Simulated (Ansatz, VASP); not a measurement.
# WC in VASP and in Ansatz

The input INCAR:

```
PREC = Accurate ; ENCUT = 520
EDIFF = 1E-6 ; ISMEAR = 0
SIGMA = 0.15 ; LREAL = F
LASPH = T ; NELM = 60
ALGO = Normal ; ISIF = 2
LWAVE = F ; LCHARG = T
GGA = PE ; LELF = T
LVHAR = T ; NBANDS = 16
```

Contents of KPOINTS:

```
Automatic mesh
0
Gamma
  18 18 16
```

Contents of POSCAR:

```
WC
1.0
    3.0165214934      0.0000000000      0.0000000000
   -1.5082607467      2.6123842444      0.0000000000
    0.0000000000      0.0000000000      2.8290000000
W C
1 1
Direct
    0.0000000000      0.0000000000      0.0000000000
    0.6666666667      0.3333333333      0.5000000000
```

Input for Ansatz:

```yaml
crystal:
  lattice:
    - [3.0165214934, 0.0, 0.0]
    - [-1.5082607467, 2.6123842444, 0.0]
    - [0.0, 0.0, 2.829]
  atoms:
    - { symbol: W, position: [0.0, 0.0, 0.0] }
    - { symbol: C, position: [0.6666666667, 0.3333333333, 0.5] }
basis:
  ecutwfc: 420
kpoints:
  mp_grid: { grid: [18, 18, 16] }
hamiltonian:
  xc: pbe
scf:
  occupations: { method: gaussian, width: 0.15 }
output:
  forces: true
  stress: true
  eigenvalues: true
```

Change from the starting cell: strain +0.040 along x and y, +0.000 along z, atoms carried along.

Alike in both runs: task single point; functional PBE; k mesh 18 × 18 × 16; occupations gaussian, width 0.15 eV; no spin polarisation.

|  | VASP | Ansatz |
| --- | --- | --- |
| version | VASP 6.6.1 | Ansatz 0.2.0 |
| potentials or method | VASP PAW PBE potentials, release 64 (W_sv, C), cutoff 520 eV | scalar-relativistic, plane waves, PAW |
| valence electrons in the cell | 18 | 18 |

```csv
,VASP,Ansatz,Ansatz less VASP
gap on the k mesh at the Fermi level (eV),none,none,-
pressure (GPa),-17.0,-17.8,-0.83
"traceless stress, the component that is largest in VASP (GPa)",13.90,13.69,-0.211
```

A gap of «none» marks a metal or a gap that the smearing closes.

Spin-orbit coupling is off throughout.
